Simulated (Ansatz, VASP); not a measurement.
# HgTe in VASP and in Ansatz

INCAR

```
SYSTEM = HgTe
ALGO = Normal
EDIFF = 1E-6
ENCUT = 500
GGA = PE
GGA_COMPAT = .FALSE.
ISIF = 2
ISMEAR = 1
LASPH = .TRUE.
LCHARG = .TRUE.
LELF = .TRUE.
LREAL = .FALSE.
LVHAR = .TRUE.
LWAVE = .FALSE.
NBANDS = 16
NELM = 120
PREC = Accurate
SIGMA = 0.3
```

KPOINTS

```
k-points
0
G
  6 6 6
  0 0 0
```

File POSCAR:

```
HgTe
1.0
    0.0000000000      3.1800000000      3.1800000000
    3.1800000000      0.0000000000      3.1800000000
    3.1800000000      3.1800000000      0.0000000000
Hg Te
1 1
Direct
    0.0000000000      0.0000000000      0.0000000000
    0.7500000000      0.7500000000      0.7500000000
```

Input for Ansatz:

```yaml
crystal:
  lattice:
    - [0.0, 3.18, 3.18]
    - [3.18, 0.0, 3.18]
    - [3.18, 3.18, 0.0]
  atoms:
    - { symbol: Hg, position: [0.0, 0.0, 0.0] }
    - { symbol: Te, position: [0.75, 0.75, 0.75] }
hamiltonian:
  xc: pbe
  pseudopotentials: { kind: paw }
basis:
  ecutwfc: 420
kpoints:
  mp_grid: { grid: [6, 6, 6] }
scf:
  occupations: { method: methfessel_paxton, width: 0.3 }
  lower_state_search: "off"
  max_iter: 80
output:
  forces: true
  stress: true
```

Alike in both runs: task single point; functional PBE; k mesh 6 × 6 × 6; occupations methfessel-paxton of order 1, width 0.3 eV; no spin polarisation.

|  | VASP | Ansatz |
| --- | --- | --- |
| version | VASP 6.6.1 | Ansatz 0.2.0 |
| potentials or method | VASP PAW PBE potentials, release 64 (Hg, Te), cutoff 500 eV | PAW, plane waves, scalar-relativistic |
| valence electrons in the cell | 18 | 36 |

|  | VASP | Ansatz | Ansatz less VASP |
| --- | --- | --- | --- |
| pressure (GPa) | 6.7 | 6.6 | -0.10 |

The functional is the same, so the differences come from potentials, cutoffs and numerics. VASP's potentials hold 18 valence electrons a cell and Ansatz's 36, so a difference there can come from the potentials and not from the codes.

Neither program's run includes spin-orbit coupling.
